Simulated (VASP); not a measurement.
# Co3Ge2 (P-6m2) in VASP: electric field gradients with LDA

Aim: the electric field gradients of Co3Ge2 with LDA.

Everything below comes from runs of VASP 6.6.1. Logs are shortened: lines on timing, memory, paths and dates and some standing lists are left out, and cuts for length are marked.

### 1 The cell of the first run

It takes space group P-6m2 (No. 187, hexagonal). Conventional cell: a = 3.821 Å, b = 3.821 Å, c = 4.772 Å, α = 90.00°, β = 90.00°, γ = 120.00°. Within 3.1 Å of Co (site symmetry 3m) lie 5 Co at 2.33 to 2.52 Å and 6 Ge at 2.50 to 2.52 Å. Within 2.9 Å of Co (site symmetry -6m2) lie 5 Ge at 2.21 to 2.39 Å and 6 Co at 2.52 Å. Ge (site symmetry -6m2) has 8 Co at 2.39 to 2.50 Å and 6 Ge at 3.25 Å within 3.3 Å. Ge (site symmetry -6m2) has 9 Co at 2.21 to 2.52 Å within 2.9 Å.

### 2 Electric field gradients, LDA, collinear spin, ferromagnetic start

File INCAR:

```
PREC = Accurate
ENCUT = 520
EDIFF = 1E-8
ISMEAR = 0
SIGMA = 0.2
LREAL = False
LASPH = True
NELM = 150
ALGO = Normal
ISIF = 2
LWAVE = False
LCHARG = False
ISPIN = 2
MAGMOM = 0.51 0.51 0.26 0 0
LORBIT = 11
LMAXMIX = 4
GGA = CA
LEFG = True
NBANDS = 40
```

File KPOINTS:

```
Automatic mesh
0
Gamma
  12 12 8
```

File POSCAR:

```
Co3Ge2
1.0
    3.8205344977      0.0000000000      0.0000000000
   -1.9102672488      3.3086799311      0.0000000000
    0.0000000000      0.0000000000      4.7720034462
Co Ge
3 2
Direct
    0.6666666667      0.3333333333      0.2443571136
    0.6666666667      0.3333333333      0.7556428864
    0.0000000000      0.0000000000      0.5000000000
    0.0000000000      0.0000000000      0.0000000000
    0.3333333333      0.6666666667      0.5000000000
```

Potentials or basis: VASP PAW LDA potentials, release 64 (Co, Ge_d).

Launch:

```
$ cat potpaw_LDA.64/Co/POTCAR potpaw_LDA.64/Ge_d/POTCAR > POTCAR
$ mpirun -np 1 vasp_std > vasp.out
```

OUTCAR:

```text
PREC = Accurate
   ENCUT = 520
   EDIFF = 1E-8
   ISMEAR = 0
   LREAL = False
   LASPH = True
   NELM = 150
   ISIF = 2
   ISPIN = 2
   LORBIT = 11
   GGA = CA

 ion  position               nearest neighbor table
   1  0.667  0.333  0.244-   2 2.33   2 2.44   4 2.50   4 2.50   4 2.50   3 2.52   5 2.52   5 2.52
                             3 2.52   3 2.52   5 2.52
   2  0.667  0.333  0.756-   1 2.33   1 2.44   4 2.50   4 2.50   4 2.50   3 2.52   5 2.52   5 2.52
                             3 2.52   3 2.52   5 2.52
   3  0.000  0.000  0.500-   5 2.21   5 2.21   5 2.21   4 2.39   4 2.39   1 2.52   2 2.52   2 2.52
                             1 2.52   2 2.52   1 2.52
   4  0.000  0.000  0.000-   3 2.39   3 2.39   1 2.50   2 2.50   1 2.50   2 2.50   1 2.50   2 2.50

   5  0.333  0.667  0.500-   3 2.21   3 2.21   3 2.21   1 2.52   2 2.52   1 2.52   2 2.52   1 2.52
                             2 2.52

  LATTYP: Found a hexagonal cell.
 ALAT       =     3.8205344977
 C/A-ratio  =     1.2490407950

  Lattice vectors:

 A1 = (   3.8205344977,   0.0000000000,   0.0000000000)
 A2 = (  -1.9102672488,   3.3086799311,   0.0000000000)
 A3 = (   0.0000000000,   0.0000000000,   4.7720034462)

Analysis of symmetry for initial positions (statically):
=====================================================================
 Subroutine PRICEL returns:
 Original cell was already a primitive cell.

 Routine SETGRP: Setting up the symmetry group for a
 hexagonal supercell.

 Subroutine GETGRP returns: Found 12 space group operations
 (whereof 12 operations were pure point group operations)
 out of a pool of 24 trial point group operations.

The static configuration has the point symmetry D_3h.

Analysis of symmetry for dynamics (positions and initial velocities):
=====================================================================
 Subroutine PRICEL returns:
 Original cell was already a primitive cell.

 Routine SETGRP: Setting up the symmetry group for a
 hexagonal supercell.

 Subroutine GETGRP returns: Found 12 space group operations
 (whereof 12 operations were pure point group operations)
 out of a pool of 24 trial point group operations.

The dynamic configuration has the point symmetry D_3h.

Analysis of structural, dynamic, and magnetic symmetry:
=====================================================================
 Subroutine PRICEL returns:
 Original cell was already a primitive cell.

 Routine SETGRP: Setting up the symmetry group for a
 hexagonal supercell.

 Subroutine GETGRP returns: Found 12 space group operations
 (whereof 12 operations were pure point group operations)
 out of a pool of 24 trial point group operations.

The overall configuration has the point symmetry D_3h.

 Subroutine INISYM returns: Found 12 space group operations
 (whereof 12 operations are pure point group operations),
 and found     1 'primitive' translations

----------------------------------------------------------------------------------------

                                     Primitive cell

  volume of cell :      60.3225

  direct lattice vectors                    reciprocal lattice vectors
     3.820534498  0.000000000  0.000000000     0.261743481  0.151117669  0.000000000
    -1.910267249  3.308679931  0.000000000     0.000000000  0.302235339  0.000000000
     0.000000000  0.000000000  4.772003446     0.000000000  0.000000000  0.209555590

  length of vectors
     3.820534498  3.820534498  4.772003446     0.302235339  0.302235339  0.209555590

  position of ions in fractional coordinates (direct lattice)
     0.666666667  0.333333333  0.244357114
     0.666666667  0.333333333  0.755642886
     0.000000000  0.000000000  0.500000000
     0.000000000  0.000000000  0.000000000
     0.333333333  0.666666667  0.500000000

  ion indices of the primitive-cell ions
[... 98 lines left out ...]
     AMIX_MAG =   1.60;   BMIX_MAG =  1.00
  volume/ion in A,a.u.               =      12.06        81.42
  Fermi-wavevector in a.u.,A,eV,Ry     =   1.587459  2.999863 34.287036  2.520026
  Thomas-Fermi vector in A             =   2.686613
   LORBIT       =     11    0 simple, 1 ext, 2 COOP (PROOUT), +10 PAW based schemes
   GGA     = CA    functional components
   LHFCALC =     F    Hartree Fock is set to
   AEXX    =    0.0000 exact exchange contribution
   IVDW    =     0    specifies the selected vdW correction
   LEPSILON=     F    determine dielectric tensor
   LRPA    =     F    only Hartree local field effects (RPA)
 spin polarized calculation
 Gauss-broadening in eV      SIGMA  =   0.20
  energy-cutoff  :      520.00
  volume of cell :       60.32
 maximum number of plane-waves:      1656
   NGX = 15   NGY = 15   NGZ = 17

 number of electron      54.9999982 magnetization       0.8642617

 Free energy of the ion-electron system (eV)
  ---------------------------------------------------
  ext. energy  EPLUGINS =         0.00000000
  ---------------------------------------------------
  free energy    TOTEN  =       -35.88852062 eV

  energy without entropy =      -35.77985168  energy(sigma->0) =      -35.83418615

 E-fermi :   9.7041     XC(G=0): -13.3632

 val. band max:        9.7035119774   @ k =   0.3333   0.0833   0.1250
 cond. band min:       9.7060322935   @ k =   0.3333   0.2500   0.3750
 fundamental gap:      0.0025203161
 Fermi energy:         9.7041470793

 spin component 1

 k-point     1 :       0.0000    0.0000    0.0000
  band No.  band energies     occupation
      1     -14.8908      1.00000
      2     -14.8521      1.00000
      3     -14.8521      1.00000
      4     -14.7961      1.00000
      5     -14.7961      1.00000
      6     -14.7115      1.00000
[... 997 lines left out ...]
     38      20.2416      0.00000
     39      20.6014      0.00000

 [... further k-points ...]

 spin component 2

 k-point     1 :       0.0000    0.0000    0.0000
  band No.  band energies     occupation
      1     -14.8940      1.00000
      2     -14.8557      1.00000
      3     -14.8557      1.00000
      4     -14.7992      1.00000
      5     -14.7992      1.00000
      6     -14.7147      1.00000
[... 997 lines left out ...]
     38      20.2747      0.00000
     39      20.6644      0.00000

 [... further k-points ...]

 [bands above 39 left out]

------------------------ aborting loop because EDIFF is reached ----------------------------------------

  FORCE on cell =-STRESS in cart. coord.  units (eV):
  Direction    XX          YY          ZZ          XY          YZ          ZX
  --------------------------------------------------------------------------------------
  -------------------------------------------------------------------------------------
  Total        0.0236427      0.0236427      0.1510715      0.0000000     -0.0000000     -0.0000000
  in kB        0.6279538      0.6279538      4.0124855      0.0000000     -0.0000000     -0.0000000
  external PRESSURE =       1.7561311 kB  Pullay stress =       0.0000000 kB

 VOLUME and BASIS-vectors are now :
 -----------------------------------------------------------------------------
  energy-cutoff  :      520.00
  volume of cell :       60.32
      direct lattice vectors                 reciprocal lattice vectors
     3.820534498  0.000000000  0.000000000     0.261743481  0.151117669  0.000000000
    -1.910267249  3.308679931  0.000000000     0.000000000  0.302235339  0.000000000
     0.000000000  0.000000000  4.772003446     0.000000000  0.000000000  0.209555590

 POSITION                                       TOTAL-FORCE (eV/Angst)
 -----------------------------------------------------------------------------------
      1.91027      1.10289      1.16607        -0.000000      0.000000      0.036745
      1.91027      1.10289      3.60593        -0.000000      0.000000     -0.036745
      0.00000      0.00000      2.38600        -0.000000      0.000000      0.000000
      0.00000      0.00000      0.00000        -0.000000      0.000000      0.000000
     -0.00000      2.20579      2.38600         0.000000     -0.000000      0.000000
 -----------------------------------------------------------------------------------
    total drift:                                0.000002     -0.000001      0.000000

  FREE ENERGIE OF THE ION-ELECTRON SYSTEM (eV)
  ---------------------------------------------------
  free  energy   TOTEN  =       -35.8885206178 eV

  energy  without entropy=      -35.7798516774  energy(sigma->0) =      -35.83418615

 Electric field gradients (V/A^2)
---------------------------------------------------------------------
 ion       V_xx      V_yy      V_zz      V_xy      V_xz      V_yz
---------------------------------------------------------------------
   1      -0.702    -0.704     1.407    -0.002    -0.000     0.000
   2      -0.702    -0.704     1.407    -0.002     0.000    -0.000
   3     -16.685   -16.683    33.368     0.002     0.000     0.000
   4      20.200    20.192   -40.392    -0.006     0.000     0.000
   5     -96.725   -96.724   193.449     0.000     0.000     0.000
---------------------------------------------------------------------

 Electric field gradients after diagonalization (V/A^2)
 (convention: |V_zz| > |V_xx| > |V_yy|)
----------------------------------------------------------------------
 ion       V_xx      V_yy      V_zz     asymmetry (V_yy - V_xx)/ V_zz
----------------------------------------------------------------------
   1      -0.705    -0.702     1.407       0.003
   2      -0.705    -0.702     1.407       0.003
   3     -16.686   -16.681    33.368       0.000
   4      20.204    20.189   -40.392       0.000
   5     -96.725   -96.724   193.449       0.000
----------------------------------------------------------------------

           NMR quadrupolar parameters

 Cq : quadrupolar parameter    Cq=e*Q*V_zz/h
 eta: asymmetry parameters     (V_yy - V_xx)/ V_zz
 Q  : nuclear electric quadrupole moment in mb (millibarn)
----------------------------------------------------------------------
 ion       Cq(MHz)       eta       Q (mb)
----------------------------------------------------------------------
   1       0.003       0.003       1.000
   2       0.003       0.003       1.000
   3       0.081       0.000       1.000
   4      -0.098       0.000       1.000
   5       0.468       0.000       1.000
----------------------------------------------------------------------

 total charge

# of ion       s       p       d       tot
------------------------------------------
    1        0.442   0.532   7.467   8.441
    2        0.442   0.532   7.467   8.441
    3        0.498   0.676   7.625   8.799
    4        1.108   1.236  10.103  12.447
    5        1.137   1.355  10.159  12.652
--------------------------------------------------
tot          3.628   4.330  42.821  50.780

 magnetization (x)

# of ion       s       p       d       tot
------------------------------------------
    1        0.001  -0.001   0.360   0.361
    2        0.001  -0.001   0.360   0.361
    3       -0.001  -0.007   0.185   0.178
    4       -0.002  -0.012  -0.002  -0.016
    5       -0.001  -0.013  -0.002  -0.016
--------------------------------------------------
tot         -0.001  -0.034   0.902   0.867
```

Run time: 12 min. Hardware: 1 thread of Oxide Virtual Turin-like, shared host; peak memory 0.36 GiB.

Results:

```yaml
Free_energy: -35.8885 eV
Pressure: 0.2 GPa
Largest_force: 0.037 eV/Å
Net_moment: 0.86 μB per cell
Site_moments: Co +0.36, +0.18 (each value once); Ge -0.02 μB
Largest_electric_field_gradient_by_atom: Co +1.4, +33.4 (each value once); Ge -40.4, +193.4 V/Å²
Valence_electrons_inside_the_program's_atomic_spheres: Co 8.44, 8.80 (each value once); Ge 12.45, 12.65
```

Forces on the atoms (eV/Å):
```
Co   0.000  0.000  0.037
Co   0.000  0.000 -0.037
Co   0.000  0.000  0.000
Ge   0.000  0.000  0.000
Ge   0.000  0.000  0.000
```

Electric field gradients, principal values (V/Å²):
```tsv
atom	least	middle	greatest (by size)
1 Co	-0.702	-0.705	1.407
2 Co	-0.702	-0.705	1.407
3 Co	-16.681	-16.686	33.368
4 Ge	20.189	20.204	-40.392
5 Ge	-96.724	-96.725	193.449
```

Caveat: without QUAD_EFG the Cq values of the log hold for a quadrupole moment of 1 mb, not for the nuclei.
